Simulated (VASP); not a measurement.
# Sb in VASP: notebook

The runs below take Sb through electric field gradients, single point, with PBE.

All numbers are computed with VASP 6.6.1; they aren't measurements. Logs are shortened: lines on timing, memory, paths and dates and some standing lists are left out, and cuts for length are marked.

### Step 1. The cell of the first run

The typed cell holds 2 atoms: a = 4.596 Å, b = 4.453 Å, c = 4.431 Å, α = 57.10°, β = 57.70°, γ = 56.75°.

### Step 2. Electric field gradients, PBE (equal xy, yz and zx shear strains of +3 %)

Input file INCAR:

```
SYSTEM = Sb
PREC     = Accurate       ! precision mode
ENCUT    = 520            ! plane-wave cutoff, eV
EDIFF    = 1E-8           ! SCF threshold, eV
ISMEAR   = -1             ! smearing method
SIGMA    = 0.05           ! smearing width, eV
LREAL    = .False.        ! projectors in reciprocal space
LASPH    = .True.         ! aspherical terms in the spheres
NELM     = 60             ! most SCF steps
ALGO     = Normal         ! electronic algorithm
ISIF     = 2              ! what is computed and relaxed
LWAVE    = .False.        ! write WAVECAR
LCHARG   = .False.        ! write CHGCAR
GGA      = PE             ! functional
LEFG     = .True.       
NBANDS   = 12             ! bands
```

Input file KPOINTS:

```
Automatic mesh
0
Gamma
  9 9 9
  0 0 0
```

Input file POSCAR:

```
Sb
1.0
    2.2253850772      1.3300686856      3.7948837502
   -2.0758155868      1.2655506756      3.7303657402
    0.0189105096     -2.4271393611      3.7067505096
Sb
2
Direct
    0.2336400000      0.2336400000      0.2336400000
    0.7663600000      0.7663600000      0.7663600000
```

Potentials or basis: VASP PAW PBE potentials, release 64 (Sb).

Started as:

```sh
$ cat potpaw_PBE.64/Sb/POTCAR > POTCAR
$ mpirun -np 1 vasp_std > vasp.out
```

OUTCAR:

```text
SYSTEM = Sb
   PREC = Accurate
   ENCUT = 520
   EDIFF = 1E-8
   ISMEAR = -1
   LREAL = .False.
   LASPH = .True.
   NELM = 60
   ISIF = 2
   GGA = PE

 ion  position               nearest neighbor table
   1  0.234  0.234  0.234-   2 2.88   2 2.89   2 2.94   2 3.30   2 3.34   2 3.39
   2  0.766  0.766  0.766-   1 2.88   1 2.89   1 2.94   1 3.30   1 3.34   1 3.39

  LATTYP: Found a triclinic cell.
 ALAT       =     4.2455146691
 B/A-ratio  =     1.0133443553
 C/A-ratio  =     1.0436259626
 COS(alpha) =     0.0085981569
 COS(beta)  =     0.4739184296
 COS(gamma) =     0.4801591939

  Lattice vectors:

 A1 = (   2.0947260964,  -3.6926900367,  -0.0236152306)
 A2 = (   4.3012006640,   0.0645180100,   0.0645180100)
 A3 = (   0.0189105096,  -2.4271393611,   3.7067505096)

Analysis of symmetry for initial positions (statically):
=====================================================================
 Subroutine PRICEL returns:
 Original cell was already a primitive cell.

 Routine SETGRP: Setting up the symmetry group for a
 triclinic supercell.

 Subroutine GETGRP returns: Found  2 space group operations
 (whereof  2 operations were pure point group operations)
 out of a pool of  2 trial point group operations.

The static configuration has the point symmetry S_2 .

Analysis of symmetry for dynamics (positions and initial velocities):
=====================================================================
 Subroutine PRICEL returns:
 Original cell was already a primitive cell.

 Routine SETGRP: Setting up the symmetry group for a
 triclinic supercell.

 Subroutine GETGRP returns: Found  2 space group operations
 (whereof  2 operations were pure point group operations)
 out of a pool of  2 trial point group operations.

The dynamic configuration has the point symmetry S_2 .

 Subroutine INISYM returns: Found  2 space group operations
 (whereof  2 operations are pure point group operations),
 and found     1 'primitive' translations

----------------------------------------------------------------------------------------

                                     Primitive cell

  volume of cell :      59.9454

  direct lattice vectors                    reciprocal lattice vectors
     2.225385077  1.330068686  3.794883750     0.229295451  0.129535859  0.083648869
    -2.075815587  1.265550676  3.730365740    -0.235897236  0.136410628  0.090523638
     0.018910510 -2.427139361  3.706750510     0.002652832 -0.269895441  0.093039978

  length of vectors
     4.595929082  4.452668573  4.430729333     0.276320604  0.287140896  0.285494350

  position of ions in fractional coordinates (direct lattice)
     0.233640000  0.233640000  0.233640000
     0.766360000  0.766360000  0.766360000

  ion indices of the primitive-cell ions
   primitive index   ion index
                 1           1
                 2           2

----------------------------------------------------------------------------------------

 KPOINTS: Automatic mesh

Automatic generation of k-mesh.
 Grid dimensions read from file:
 generate k-points for:    9    9    9

 Generating k-lattice:

  Cartesian coordinates                     Fractional coordinates (reciprocal lattice)
     0.025477272  0.014392873  0.009294319     0.111111111  0.000000000  0.000000000
    -0.026210804  0.015156736  0.010058182    -0.000000000  0.111111111  0.000000000
     0.000294759 -0.029988382  0.010337775     0.000000000  0.000000000  0.111111111

  Length of vectors
     0.030702289  0.031904544  0.031721594

  Shift w.r.t. Gamma in fractional coordinates (k-lattice)
[... 37 lines left out ...]
   dimension x,y,z NGX =    36 NGY =   36 NGZ =   36
   dimension x,y,z NGXF=    72 NGYF=   72 NGZF=   72
   ions per type =               2
   NGX,Y,Z   is equivalent  to a cutoff of  13.02, 13.44, 13.51 a.u.
   NGXF,Y,Z  is equivalent  to a cutoff of  26.04, 26.88, 27.02 a.u.
 SYSTEM =  Sb
   PREC   = accura    normal or accurate (medium, high low for compatibility)
   ISTART =      0    job   : 0-new  1-cont  2-samecut
   ICHARG =      2    charge: 1-file 2-atom 10-const
   ISPIN  =      1    spin polarized calculation?
   LNONCOLLINEAR =      F non collinear calculations
   LSORBIT =      F    spin-orbit coupling
   LASPH  =      T    aspherical Exc in radial PAW
   ENCUT  =  520.0 eV  38.22 Ry    6.18 a.u.   8.55  8.28  8.24*2*pi/ulx,y,z
   NELM   =     60;   NELMIN=  2; NELMDL= -5     # of ELM steps
   EDIFF  = 0.1E-07   stopping-criterion for ELM
   LREAL  =      F    real-space projection
   EDIFFG = 0.1E-06   stopping-criterion for IOM
   NSW    =      0    number of steps for IOM
   IBRION =     -1    ionic relax: 0-MD 1-quasi-New 2-CG
   NFREE  =      0    steps in history (QN), initial steepest desc. (CG)
   ISIF   =      2    stress and relaxation
   ISYM   =      2    0-nonsym 1-usesym 2-fastsym
   POTIM  = 0.5000    time-step for ionic-motion
   TEBEG  =    0.0;   TEEND  =   0.0 temperature during run
   PSTRESS=    0.0 pullay stress
   NELECT =      10.0000    total number of electrons
   NUPDOWN=      -1.0000    fix difference up-down
   EMIN   =  10.00;   EMAX   =-10.00  energy-range for DOS
   EFERMI =   0.00;   METHOD = LEGACY
   ISMEAR =    -1;   SIGMA  =   0.05  broadening in eV -4-tet -1-fermi 0-gaus
   EFERMI_NEDOS =   21; number of points for ismear=-14 and -15
   IALGO  =     38    algorithm
   IMIX   =      4    mixing-type and parameters
     AMIX     =   0.40;   BMIX     =  1.00
     AMIX_MAG =   1.60;   BMIX_MAG =  1.00
  volume/ion in A,a.u.               =      29.97       202.27
  Fermi-wavevector in a.u.,A,eV,Ry     =   0.901204  1.703028 11.050218  0.812168
  Thomas-Fermi vector in A             =   2.024256
   LORBIT       =      0    0 simple, 1 ext, 2 COOP (PROOUT), +10 PAW based schemes
   GGA     = PE    functional components
   LHFCALC =     F    Hartree Fock is set to
   AEXX    =    0.0000 exact exchange contribution
   IVDW    =     0    specifies the selected vdW correction
   LEPSILON=     F    determine dielectric tensor
   LRPA    =     F    only Hartree local field effects (RPA)
 non-spin polarized calculation
  energy-cutoff  :      520.00
  volume of cell :       59.95
 maximum number of plane-waves:      1631
 NGX is ok and might be reduce to    36
   NGX = 17   NGY = 17   NGZ = 17

 number of electron      10.0000000 magnetization

 Free energy of the ion-electron system (eV)
  ---------------------------------------------------
  ext. energy  EPLUGINS =         0.00000000
  ---------------------------------------------------
  free energy    TOTEN  =        -8.23251258 eV

  energy without entropy =       -8.23049050  energy(sigma->0) =       -8.23150154

 E-fermi :   7.3374     XC(G=0):  -9.5645

 val. band max:        7.3358375383   @ k =   0.0000  -0.3333   0.1111
 cond. band min:       7.3892178495   @ k =   0.1111  -0.3333   0.2222
 fundamental gap:      0.0533803112
 Fermi energy:         7.3373811425

 k-point     1 :       0.0000    0.0000    0.0000
  band No.  band energies     occupation
      1      -5.4001      2.00000
      2       2.6218      2.00000
      3       5.2621      2.00000
      4       5.3223      2.00000
      5       5.8610      2.00000
      6       9.4079      0.00000
      7       9.9219      0.00000
      8      10.2981      0.00000
      9      12.3083      0.00000
     10      12.5905      0.00000
     11      12.7156      0.00000
     12      13.9565      0.00000
[... 331 lines left out ...]
 k-point    24 :       0.0000    0.3333    0.0000
  band No.  band energies     occupation
      1      -4.1534      2.00000
      2      -0.5982      2.00000
      3       5.2812      2.00000
      4       5.3968      2.00000
      5       6.4895      2.00000
      6       7.7637      0.00040
      7       8.1486      0.00000
      8       8.4094      0.00000
      9      13.0981      0.00000
     10      13.7006      0.00000
     11      14.4193      0.00000
     12      18.1673      0.00000

 [... further k-points ...]

------------------------ aborting loop because EDIFF is reached ----------------------------------------

  FORCE on cell =-STRESS in cart. coord.  units (eV):
  Direction    XX          YY          ZZ          XY          YZ          ZX
  --------------------------------------------------------------------------------------
  -------------------------------------------------------------------------------------
  Total        1.6208055      0.9377271      1.0916777     -0.0643559     -0.6677673     -0.3256839
  in kB       43.3197489     25.0629092     29.1775931     -1.7200602    -17.8476146     -8.7046507
  external PRESSURE =      32.5200837 kB  Pullay stress =       0.0000000 kB

 VOLUME and BASIS-vectors are now :
 -----------------------------------------------------------------------------
  energy-cutoff  :      520.00
  volume of cell :       59.95
      direct lattice vectors                 reciprocal lattice vectors
     2.225385077  1.330068686  3.794883750     0.229295451  0.129535859  0.083648869
    -2.075815587  1.265550676  3.730365740    -0.235897236  0.136410628  0.090523638
     0.018910510 -2.427139361  3.706750510     0.002652832 -0.269895441  0.093039978

 POSITION                                       TOTAL-FORCE (eV/Angst)
 -----------------------------------------------------------------------------------
      0.03936      0.03936      2.62424        -0.074021     -0.146690      0.251943
      0.12912      0.12912      8.60776         0.074021      0.146690     -0.251943
 -----------------------------------------------------------------------------------
    total drift:                                0.000000     -0.000000      0.000000

  FREE ENERGIE OF THE ION-ELECTRON SYSTEM (eV)
  ---------------------------------------------------
  free  energy   TOTEN  =        -8.2325125780 eV

  energy  without entropy=       -8.2304905026  energy(sigma->0) =       -8.23150154

 Electric field gradients (V/A^2)
---------------------------------------------------------------------
 ion       V_xx      V_yy      V_zz      V_xy      V_xz      V_yz
---------------------------------------------------------------------
   1      14.788    28.841   -43.629     7.099    13.468    20.415
   2      14.788    28.841   -43.629     7.099    13.468    20.415
---------------------------------------------------------------------

 Electric field gradients after diagonalization (V/A^2)
 (convention: |V_zz| > |V_xx| > |V_yy|)
----------------------------------------------------------------------
 ion       V_xx      V_yy      V_zz     asymmetry (V_yy - V_xx)/ V_zz
----------------------------------------------------------------------
   1      38.867    12.071   -50.938       0.526
   2      38.867    12.071   -50.938       0.526
----------------------------------------------------------------------

           NMR quadrupolar parameters

 Cq : quadrupolar parameter    Cq=e*Q*V_zz/h
 eta: asymmetry parameters     (V_yy - V_xx)/ V_zz
 Q  : nuclear electric quadrupole moment in mb (millibarn)
----------------------------------------------------------------------
 ion       Cq(MHz)       eta       Q (mb)
----------------------------------------------------------------------
   1      -0.123       0.526       1.000
   2      -0.123       0.526       1.000
----------------------------------------------------------------------
```

Wall time 4.7 min (1 thread of Intel Xeon Platinum 8375C at 2.90GHz (Ice Lake), shared host); peak memory 0.36 GiB.

What came out:

| Property | Result |
| --- | --- |
| Free energy | -8.2325 eV |
| Pressure | 3.3 GPa |
| Largest force | 0.301 eV/Å |
| Band gap on the k mesh | zero (bands 5 and 6 overlap by 0.23 eV) |
| Largest electric field gradient by atom | Sb -50.9 V/Å² |

Forces on the atoms (eV/Å):
```
Sb  -0.074 -0.147  0.252
Sb   0.074  0.147 -0.252
```

Stress tensor (GPa, compression positive):
```
 4.33 -0.17 -0.87
-0.17  2.51 -1.78
-0.87 -1.78  2.92
```

Electric field gradients, principal values (V/Å²):
```
atom   least  middle  greatest (by size)
1 Sb  12.071  38.867             -50.938
2 Sb  12.071  38.867             -50.938
```

Caveat: the cell differs from its parent crystal (equal xy, yz and zx shear strains of +3 %); the cell stands under pressure; without QUAD_EFG the Cq values of the log hold for a quadrupole moment of 1 mb, not for the nuclei; spin-orbit coupling is left out, which moves the levels of the heavy elements.

### Step 3. Electric field gradients, PBE (equal xy, yz and zx shear strains of +3 %)

Input file INCAR:

```
  ALGO = Normal
  EDIFF = 1E-8
  ENCUT = 520
  GGA = PE
  ISIF = 2
  ISMEAR = -1
  LASPH = T
  LCHARG = F
  LEFG = T
  LREAL = F
  LWAVE = F
  NBANDS = 12
  NELM = 80
  PREC = Accurate
  SIGMA = 0.05
```

Input file KPOINTS:

```
k-points
0
Gamma
  9 9 9
```

POSCAR is that of step 2.

Potentials or basis: VASP PAW PBE potentials, release 64 (Sb).

Started as:

```sh
$ cat potpaw_PBE.64/Sb/POTCAR > POTCAR
$ mpirun -np 1 vasp_std > vasp.out
```

OUTCAR:

```text
EDIFF = 1E-8
   ENCUT = 520
   GGA = PE
   ISIF = 2
   ISMEAR = -1
   LASPH = T
   LREAL = F
   NELM = 80
   PREC = Accurate

 ion  position               nearest neighbor table
   1  0.234  0.234  0.234-   2 2.88   2 2.89   2 2.94   2 3.30   2 3.34   2 3.39
   2  0.766  0.766  0.766-   1 2.88   1 2.89   1 2.94   1 3.30   1 3.34   1 3.39

  LATTYP: Found a triclinic cell.
 ALAT       =     4.2455146691
 B/A-ratio  =     1.0133443553
 C/A-ratio  =     1.0436259626
 COS(alpha) =     0.0085981569
 COS(beta)  =     0.4739184296
 COS(gamma) =     0.4801591939

  Lattice vectors:

 A1 = (   2.0947260964,  -3.6926900367,  -0.0236152306)
 A2 = (   4.3012006640,   0.0645180100,   0.0645180100)
 A3 = (   0.0189105096,  -2.4271393611,   3.7067505096)

Analysis of symmetry for initial positions (statically):
=====================================================================
 Subroutine PRICEL returns:
 Original cell was already a primitive cell.
[... 552 lines left out ...]
  volume of cell :       59.95
      direct lattice vectors                 reciprocal lattice vectors
     2.225385077  1.330068686  3.794883750     0.229295451  0.129535859  0.083648869
    -2.075815587  1.265550676  3.730365740    -0.235897236  0.136410628  0.090523638
     0.018910510 -2.427139361  3.706750510     0.002652832 -0.269895441  0.093039978

 POSITION                                       TOTAL-FORCE (eV/Angst)
 -----------------------------------------------------------------------------------
      0.03936      0.03936      2.62424        -0.074021     -0.146690      0.251943
      0.12912      0.12912      8.60776         0.074021      0.146690     -0.251943
 -----------------------------------------------------------------------------------
    total drift:                                0.000000     -0.000000      0.000000

  FREE ENERGIE OF THE ION-ELECTRON SYSTEM (eV)
  ---------------------------------------------------
  free  energy   TOTEN  =        -8.2325125780 eV

  energy  without entropy=       -8.2304905026  energy(sigma->0) =       -8.23150154

 Electric field gradients (V/A^2)
---------------------------------------------------------------------
 ion       V_xx      V_yy      V_zz      V_xy      V_xz      V_yz
---------------------------------------------------------------------
   1      14.788    28.841   -43.629     7.099    13.468    20.415
   2      14.788    28.841   -43.629     7.099    13.468    20.415
---------------------------------------------------------------------

 Electric field gradients after diagonalization (V/A^2)
 (convention: |V_zz| > |V_xx| > |V_yy|)
----------------------------------------------------------------------
 ion       V_xx      V_yy      V_zz     asymmetry (V_yy - V_xx)/ V_zz
----------------------------------------------------------------------
   1      38.867    12.071   -50.938       0.526
   2      38.867    12.071   -50.938       0.526
----------------------------------------------------------------------

           NMR quadrupolar parameters

 Cq : quadrupolar parameter    Cq=e*Q*V_zz/h
 eta: asymmetry parameters     (V_yy - V_xx)/ V_zz
 Q  : nuclear electric quadrupole moment in mb (millibarn)
----------------------------------------------------------------------
 ion       Cq(MHz)       eta       Q (mb)
----------------------------------------------------------------------
   1      -0.123       0.526       1.000
   2      -0.123       0.526       1.000
----------------------------------------------------------------------
```

stdout:

```text
POSCAR found type information on POSCAR Sb
 POSCAR found :  1 types and       2 ions
 scaLAPACK will be used
 LDA part: xc-table for (Slater+PW92), standard interpolation
 POSCAR, INCAR and KPOINTS ok, starting setup
 FFT: planning ... GRIDC
 FFT: planning ... GRID_SOFT
 FFT: planning ... GRID
 WAVECAR not read
 entering main loop
ion   1
     0.0000576     0.0326300    -0.1888474     0.0965669    -0.0605896     0.1318727
     0.0000793     0.0326300    -0.1888474     0.0965669    -0.0605896     0.1318727
     0.0001092     0.0326300    -0.1888474     0.0965669    -0.0605896     0.1318727
     0.0001504     0.0326300    -0.1888474     0.0965669    -0.0605896     0.1318727

     0.0000576    -6.4714331   -18.8400195    34.5298214   -12.3648944     6.5479561
     0.0000793    -6.4706347   -18.8380980    34.5261122   -12.3635763     6.5473553
     0.0001092    -6.4693643   -18.8350533    34.5202340   -12.3614870     6.5464050
     0.0001504    -6.4673510   -18.8302496    34.5109586   -12.3581892     6.5449084

ion   2
     0.0000576     0.0326300    -0.1888474     0.0965669    -0.0605896     0.1318727
     0.0000793     0.0326300    -0.1888474     0.0965669    -0.0605896     0.1318727
     0.0001092     0.0326300    -0.1888474     0.0965669    -0.0605896     0.1318727
     0.0001504     0.0326300    -0.1888474     0.0965669    -0.0605896     0.1318727

     0.0000576    -6.4714331   -18.8400195    34.5298214   -12.3648944     6.5479561
     0.0000793    -6.4706347   -18.8380980    34.5261122   -12.3635763     6.5473553
     0.0001092    -6.4693643   -18.8350533    34.5202340   -12.3614870     6.5464050
     0.0001504    -6.4673510   -18.8302496    34.5109586   -12.3581892     6.5449084
```

Run time: 3.8 min. Hardware: 1 thread of Intel Xeon Platinum 8375C at 2.90GHz (Ice Lake), shared host; peak memory 0.36 GiB.

Results:

- Free energy: -8.2325 eV
- Pressure: 3.3 GPa
- Largest force: 0.301 eV/Å
- Band gap on the k mesh: zero (bands 5 and 6 overlap by 0.23 eV)
- Largest electric field gradient by atom: Sb -50.9 V/Å²

Forces in eV/Å, atoms in the order of the input:
```
Sb  -0.074 -0.147  0.252
Sb   0.074  0.147 -0.252
```

Stress tensor (GPa, compression positive):
```
 4.33 -0.17 -0.87
-0.17  2.51 -1.78
-0.87 -1.78  2.92
```

Levels at points of the mesh, in eV from the Fermi level:
```
           k point  band 1  band 2  band 3  band 4  band 5  band 6  band 7  band 8  band 9  band 10
(0.00, 0.00, 0.00)  -12.74   -4.72   -2.08   -2.02   -1.48    2.07    2.58    2.96    4.97     5.25
```

Electric field gradients, principal values (V/Å²):
| atom | least | middle | greatest (by size) |
| --- | --- | --- | --- |
| 1 Sb | 12.071 | 38.867 | -50.938 |
| 2 Sb | 12.071 | 38.867 | -50.938 |

Caveat: the cell differs from its parent crystal (equal xy, yz and zx shear strains of +3 %); the cell stands under pressure; without QUAD_EFG the Cq values of the log hold for a quadrupole moment of 1 mb, not for the nuclei; spin-orbit coupling is left out, which moves the levels of the heavy elements.

(Part 1 of 3 ends here.)
